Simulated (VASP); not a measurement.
Wanted: the native input for a VASP 6.6.1 run.

```yaml
Task: single point
Functional: PBEsol
Potentials_or_basis: VASP PAW PBE potentials, release 64 (In_d, Pd)
Cutoff: 520 eV
k_mesh: 14 × 14 × 14
Occupations: gaussian, width 0.15 eV
Spin: no spin polarisation
Dipole_correction: no
Further_INCAR_settings: ALGO = Fast; EDIFF = 1e-07; NBANDS = 18
```

The structure of InPd lies in POSCAR:

```
InPd
1.0
    3.3602606235      0.0000000000      0.0000000000
    0.0000000000      3.3602606235      0.0000000000
    0.0000000000      0.0000000000      3.0193646182
In Pd
1 1
Direct
    0.0000000000      0.0000000000      0.0000000000
    0.5000000000      0.5000000000      0.5000000000
```

This cell differs from its parent crystal: the cell strained.

These files were run (other wordings do the same):

INCAR

```
SYSTEM = InPd
ALGO = Fast ; EDIFF = 1E-7
ENCUT = 520 ; GGA = PS
ISIF = 2 ; ISMEAR = 0
LASPH = .True. ; LCHARG = .False.
LREAL = .False. ; LWAVE = .False.
NBANDS = 18 ; NELM = 80
PREC = Accurate ; SIGMA = 0.15
```

KPOINTS

```
k-points
0
Gamma
  14 14 14
  0 0 0
```

Potentials or basis: VASP PAW PBE potentials, release 64 (In_d, Pd).

Command:

```console
$ cat potpaw_PBE.64/In_d/POTCAR potpaw_PBE.64/Pd/POTCAR > POTCAR
$ mpirun -np 1 vasp_std > vasp.out
```

It gave:

- Pressure: 1.0 GPa
- Band gap on the k mesh: zero (an odd number of electrons rules out a gap without spin polarisation)

Caveat: the cell differs from its parent crystal (the cell strained); the PAW data sets were made with another functional, which shifts forces and pressure a little; spin-orbit coupling is left out, which moves the levels of the heavy elements.

It took 4.7 min on 1 thread of Intel(R) Xeon(R) Platinum 8259CL CPU @ 2.50GHz (Skylake/Cascade Lake) (shared host), peak memory 0.3 GiB.
